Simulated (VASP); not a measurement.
# Nb in VASP: single point with PBE

Aim: the single point of Nb with PBE.

Everything below comes from runs of VASP 6.6.1. Logs are shortened: lines on timing, memory, paths and dates and some standing lists are left out, and cuts for length are marked.

## (1) The cell of the first run

The typed cell holds 1 atom: a = 3.310 Å, b = 2.867 Å, c = 2.866 Å, α = 70.53°, β = 54.74°, γ = 54.73°.

## (2) Single point, PBE

The input, INCAR:

```
SYSTEM = Nb
PREC     = Accurate       ! precision mode
ENCUT    = 520            ! plane-wave cutoff, eV
EDIFF    = 1E-6           ! SCF threshold, eV
ISMEAR   = 0              ! smearing method
SIGMA    = 0.1            ! smearing width, eV
LREAL    = .FALSE.        ! projectors in reciprocal space
LASPH    = .TRUE.         ! aspherical terms in the spheres
NELM     = 60             ! most SCF steps
ALGO     = Fast           ! electronic algorithm
ISIF     = 2              ! what is computed and relaxed
LWAVE    = .FALSE.        ! write WAVECAR
LCHARG   = .FALSE.        ! write CHGCAR
GGA      = PE             ! functional
NBANDS   = 12             ! bands
```

The input, KPOINTS:

```
regular mesh
0
G
  24 24 24
  0 0 0
```

The input, POSCAR:

```
Nb
1.0
    0.0000000000      2.3400965750      2.3406756712
    1.6549371989      0.0000000000      2.3406756712
    1.6549371989      2.3400965750      0.0000000000
Nb
1
Direct
    0.0000000000      0.0000000000      0.0000000000
```

Potentials or basis: VASP PAW PBE potentials, release 64 (Nb_sv).

Started as:

```sh
$ cat potpaw_PBE.64/Nb_sv/POTCAR > POTCAR
$ mpirun -np 1 vasp_std > vasp.out
```

OUTCAR:

```text
SYSTEM = Nb
   PREC = Accurate
   ENCUT = 520
   EDIFF = 1E-6
   ISMEAR = 0
   LREAL = .FALSE.
   LASPH = .TRUE.
   NELM = 60
   ISIF = 2
   GGA = PE

 ion  position               nearest neighbor table
   1  0.000  0.000  0.000-

  LATTYP: Found a face centered orthorhombic cell.
 ALAT       =     3.3098743978
 B/A-ratio  =     1.4140092908
 C/A-ratio  =     1.4143592112

  Lattice vectors:

 A1 = (   0.0000000000,   2.3400965750,   2.3406756712)
 A2 = (   1.6549371989,   0.0000000000,   2.3406756712)
 A3 = (   1.6549371989,   2.3400965750,   0.0000000000)

Analysis of symmetry for initial positions (statically):
=====================================================================
 Subroutine PRICEL returns:
 Original cell was already a primitive cell.

 Routine SETGRP: Setting up the symmetry group for a
 face centered orthorhombic supercell.

 Subroutine GETGRP returns: Found  8 space group operations
 (whereof  8 operations were pure point group operations)
 out of a pool of  8 trial point group operations.

The static configuration has the point symmetry D_2h.

Analysis of symmetry for dynamics (positions and initial velocities):
=====================================================================
 Subroutine PRICEL returns:
 Original cell was already a primitive cell.

 Routine SETGRP: Setting up the symmetry group for a
 face centered orthorhombic supercell.

 Subroutine GETGRP returns: Found  8 space group operations
 (whereof  8 operations were pure point group operations)
 out of a pool of  8 trial point group operations.

The dynamic configuration has the point symmetry D_2h.

 Subroutine INISYM returns: Found  8 space group operations
 (whereof  8 operations are pure point group operations),
 and found     1 'primitive' translations

----------------------------------------------------------------------------------------

                                     Primitive cell

  volume of cell :      18.1295

  direct lattice vectors                    reciprocal lattice vectors
     0.000000000  2.340096575  2.340675671    -0.302126268  0.213666395  0.213613533
     1.654937199  0.000000000  2.340675671     0.302126268 -0.213666395  0.213613533
     1.654937199  2.340096575  0.000000000     0.302126268  0.213666395 -0.213613533

  length of vectors
     3.309805822  2.866632123  2.866159296     0.427275499  0.427275499  0.427275499

  position of ions in fractional coordinates (direct lattice)
     0.000000000  0.000000000  0.000000000

  ion indices of the primitive-cell ions
   primitive index   ion index
                 1           1

----------------------------------------------------------------------------------------

 KPOINTS: regular mesh

Automatic generation of k-mesh.
 Grid dimensions read from file:
 generate k-points for:   24   24   24

 Generating k-lattice:

  Cartesian coordinates                     Fractional coordinates (reciprocal lattice)
    -0.012588595  0.008902766  0.008900564     0.041666667  0.000000000 -0.000000000
     0.012588595 -0.008902766  0.008900564     0.000000000  0.041666667  0.000000000
     0.012588595  0.008902766 -0.008900564    -0.000000000  0.000000000  0.041666667

  Length of vectors
     0.017803146  0.017803146  0.017803146

  Shift w.r.t. Gamma in fractional coordinates (k-lattice)
     0.000000000  0.000000000  0.000000000

 Subroutine IBZKPT returns following result:
 ===========================================

 Found   1963 irreducible k-points:

 Following reciprocal coordinates:
            Coordinates               Weight
  0.000000  0.000000  0.000000      1.000000
  0.041667  0.000000  0.000000      8.000000
  0.083333  0.000000  0.000000      8.000000
  0.125000  0.000000  0.000000      8.000000
  0.166667  0.000000  0.000000      8.000000
  0.208333 -0.000000  0.000000      8.000000
[... 16 lines left out ...]
  0.416667  0.041667  0.000000      8.000000
  0.458333  0.041667  0.000000      8.000000
 [... further k-points ...]
   k-points           NKPTS =   1963   k-points in BZ     NKDIM =   1963   number of bands    NBANDS=     12
   number of dos      NEDOS =    301   number of ions     NIONS =      1
   total plane-waves  NPLWV =  16128
   dimension x,y,z NGX =    28 NGY =   24 NGZ =   24
   dimension x,y,z NGXF=    56 NGYF=   48 NGZF=   48
   ions per type =               1
   NGX,Y,Z   is equivalent  to a cutoff of  14.06, 13.92, 13.92 a.u.
   NGXF,Y,Z  is equivalent  to a cutoff of  28.13, 27.84, 27.84 a.u.
 SYSTEM =  Nb
   PREC   = accura    normal or accurate (medium, high low for compatibility)
   ISTART =      0    job   : 0-new  1-cont  2-samecut
   ICHARG =      2    charge: 1-file 2-atom 10-const
   ISPIN  =      1    spin polarized calculation?
   LNONCOLLINEAR =      F non collinear calculations
   LSORBIT =      F    spin-orbit coupling
   LASPH  =      T    aspherical Exc in radial PAW
   ENCUT  =  520.0 eV  38.22 Ry    6.18 a.u.   6.15  5.33  5.33*2*pi/ulx,y,z
   NELM   =     60;   NELMIN=  2; NELMDL= -5     # of ELM steps
   EDIFF  = 0.1E-05   stopping-criterion for ELM
   LREAL  =      F    real-space projection
   EDIFFG = 0.1E-04   stopping-criterion for IOM
   NSW    =      0    number of steps for IOM
   IBRION =     -1    ionic relax: 0-MD 1-quasi-New 2-CG
   NFREE  =      0    steps in history (QN), initial steepest desc. (CG)
   ISIF   =      2    stress and relaxation
   ISYM   =      2    0-nonsym 1-usesym 2-fastsym
   POTIM  = 0.5000    time-step for ionic-motion
   TEBEG  =    0.0;   TEEND  =   0.0 temperature during run
   PSTRESS=    0.0 pullay stress
   NELECT =      13.0000    total number of electrons
   NUPDOWN=      -1.0000    fix difference up-down
   EMIN   =  10.00;   EMAX   =-10.00  energy-range for DOS
   EFERMI =   0.00;   METHOD = LEGACY
   ISMEAR =     0;   SIGMA  =   0.10  broadening in eV -4-tet -1-fermi 0-gaus
   EFERMI_NEDOS =   21; number of points for ismear=-14 and -15
   IALGO  =     68    algorithm
   IMIX   =      4    mixing-type and parameters
     AMIX     =   0.40;   BMIX     =  1.00
     AMIX_MAG =   1.60;   BMIX_MAG =  1.00
  volume/ion in A,a.u.               =      18.13       122.34
  Fermi-wavevector in a.u.,A,eV,Ry     =   1.465302  2.769019 29.213199  2.147110
  Thomas-Fermi vector in A             =   2.581175
   LORBIT       =      0    0 simple, 1 ext, 2 COOP (PROOUT), +10 PAW based schemes
   GGA     = PE    functional components
   LHFCALC =     F    Hartree Fock is set to
   AEXX    =    0.0000 exact exchange contribution
   IVDW    =     0    specifies the selected vdW correction
   LEPSILON=     F    determine dielectric tensor
   LRPA    =     F    only Hartree local field effects (RPA)
 non-spin polarized calculation
 RMM-DIIS sequential band-by-band and
 Gauss-broadening in eV      SIGMA  =   0.10
  energy-cutoff  :      520.00
  volume of cell :       18.13
 maximum number of plane-waves:       500
 NGX is ok and might be reduce to    28
   NGX = 13   NGY = 11   NGZ = 11

 number of electron      13.0000000 magnetization

 Free energy of the ion-electron system (eV)
  ---------------------------------------------------
  ext. energy  EPLUGINS =         0.00000000
  ---------------------------------------------------
  free energy    TOTEN  =       -10.22000427 eV

  energy without entropy =      -10.21249819  energy(sigma->0) =      -10.21625123

 E-fermi :  11.0918     XC(G=0): -12.4664

 val. band max:       11.0912228206   @ k =   0.1250   0.0000   0.0000
 cond. band min:      11.0926135725   @ k =   0.1250   0.0000   0.1250
 fundamental gap:      0.0013907519
 Fermi energy:        11.0918251843

 k-point     1 :       0.0000    0.0000    0.0000
  band No.  band energies     occupation
      1     -43.2873      2.00000
      2     -18.5987      2.00000
      3     -18.5983      2.00000
      4     -18.5979      2.00000
      5       5.1550      2.00000
      6      11.4556      0.00000
      7      11.4577      0.00000
      8      11.4593      0.00000
      9      14.3453      0.00000
     10      14.3456      0.00000
     11      25.2895      0.00000
     12      25.2925      0.00000

 k-point     2 :       0.0417    0.0000    0.0000
  band No.  band energies     occupation
      1     -43.2834      2.00000
      2     -18.6228      2.00000
      3     -18.6057      2.00000
      4     -18.5985      2.00000
      5       5.2267      2.00000
      6      11.4129      0.00001
      7      11.4478      0.00000
      8      11.5256      0.00000
      9      14.2738      0.00000
     10      14.3453      0.00000
     11      25.3712      0.00000
     12      25.4148      0.00000

 k-point     3 :       0.0833    0.0000    0.0000
  band No.  band energies     occupation
      1     -43.2717      2.00000
      2     -18.6941      2.00000
      3     -18.6274      2.00000
      4     -18.5991      2.00000
      5       5.4371      2.00000
      6      11.2853      0.00621
      7      11.4113      0.00001
      8      11.7286      0.00000
      9      14.0954      0.00000
     10      14.3471      0.00000
     11      25.5144      0.00000
     12      25.7850      0.00000
[... 286 lines left out ...]
 k-point    23 :       0.4167    0.0417    0.0000
  band No.  band energies     occupation
      1     -43.0722      2.00000
      2     -19.7940      2.00000
      3     -18.9814      2.00000
      4     -18.6187      2.00000
      5       7.5513      2.00000
      6       9.6297      2.00000
      7      12.2183      0.00000
      8      14.3161      0.00000
      9      14.9484      0.00000
     10      16.5036      0.00000
     11      23.3892      0.00000
     12      24.0808      0.00000

 k-point    24 :       0.4583    0.0417    0.0000
  band No.  band energies     occupation
      1     -43.0564      2.00000
      2     -19.8737      2.00000
      3     -19.0087      2.00000
      4     -18.6196      2.00000
      5       7.4896      2.00000
      6       9.5249      2.00000
      7      12.7578      0.00000
      8      14.3693      0.00000
      9      15.0657      0.00000
     10      17.1068      0.00000
     11      23.0007      0.00000
     12      23.4137      0.00000

 [... further k-points ...]
[... 5 lines left out ...]
  --------------------------------------------------------------------------------------
  -------------------------------------------------------------------------------------
  Total       -0.0407157     -0.0400313     -0.0408472     -0.0000000      0.0000000      0.0000000
  in kB       -3.5982027     -3.5377222     -3.6098223     -0.0000000      0.0000000      0.0000000
  external PRESSURE =      -3.5819158 kB  Pullay stress =       0.0000000 kB

 VOLUME and BASIS-vectors are now :
 -----------------------------------------------------------------------------
  energy-cutoff  :      520.00
  volume of cell :       18.13
      direct lattice vectors                 reciprocal lattice vectors
     0.000000000  2.340096575  2.340675671    -0.302126268  0.213666395  0.213613533
     1.654937199  0.000000000  2.340675671     0.302126268 -0.213666395  0.213613533
     1.654937199  2.340096575  0.000000000     0.302126268  0.213666395 -0.213613533

 POSITION                                       TOTAL-FORCE (eV/Angst)
 -----------------------------------------------------------------------------------
      0.00000      0.00000      0.00000         0.000000      0.000000      0.000000
 -----------------------------------------------------------------------------------
    total drift:                               -0.000000     -0.000000     -0.000000

  FREE ENERGIE OF THE ION-ELECTRON SYSTEM (eV)
  ---------------------------------------------------
  free  energy   TOTEN  =       -10.2200042720 eV

  energy  without entropy=      -10.2124981865  energy(sigma->0) =      -10.21625123
```

Wall time 6 min (1 thread of Intel Xeon Platinum 8559C (Emerald Rapids), shared host); peak memory 0.51 GiB.

What came out:

* Free energy: -10.2200 eV
* Pressure: -0.4 GPa
* Band gap on the k mesh: zero (an odd number of electrons rules out a gap without spin polarisation)
